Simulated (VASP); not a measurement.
Input of a VASP 6.6.1 run:

INCAR

```
  PREC = Accurate
  ENCUT = 520
  EDIFF = 1E-7
  ISMEAR = 0
  SIGMA = 0.1
  LREAL = False
  LASPH = True
  NELM = 100
  ALGO = Normal
  ISIF = 2
  LWAVE = False
  LCHARG = False
  GGA = PE
  NBANDS = 31
```

Contents of KPOINTS:

```
regular mesh
0
Gamma
  8 8 10
```

Contents of POSCAR:

```
PtS2
1.0
    5.4514644498      0.0000000000      0.0000000000
    0.0000000000      5.4514644498      0.0000000000
    0.0000000000      0.0000000000      3.8204921666
Pt S
2 4
Direct
    0.0000000000      0.0000000000      0.0000000000
    0.5000000000      0.5000000000      0.5000000000
    0.6901369271      0.3098630729      0.0000000000
    0.3098630729      0.6901369271      0.0000000000
    0.1901369271      0.1901369271      0.5000000000
    0.8098630729      0.8098630729      0.5000000000
```

Potentials or basis: VASP PAW PBE potentials, release 64 (Pt, S).

Command:

```console
$ cat potpaw_PBE.64/Pt/POTCAR potpaw_PBE.64/S/POTCAR > POTCAR
$ mpirun -np 1 vasp_std > vasp.out
```

Predict the pressure.

-0.3 GPa.

Estimate the largest force.

0.005 eV/Å.

Forces in eV/Å, atoms in the order of the input:
```
Pt   0.000  0.000  0.000
Pt   0.000  0.000  0.000
S   -0.004  0.004  0.000
S    0.004 -0.004  0.000
S   -0.004 -0.004  0.000
S    0.004  0.004  0.000
```
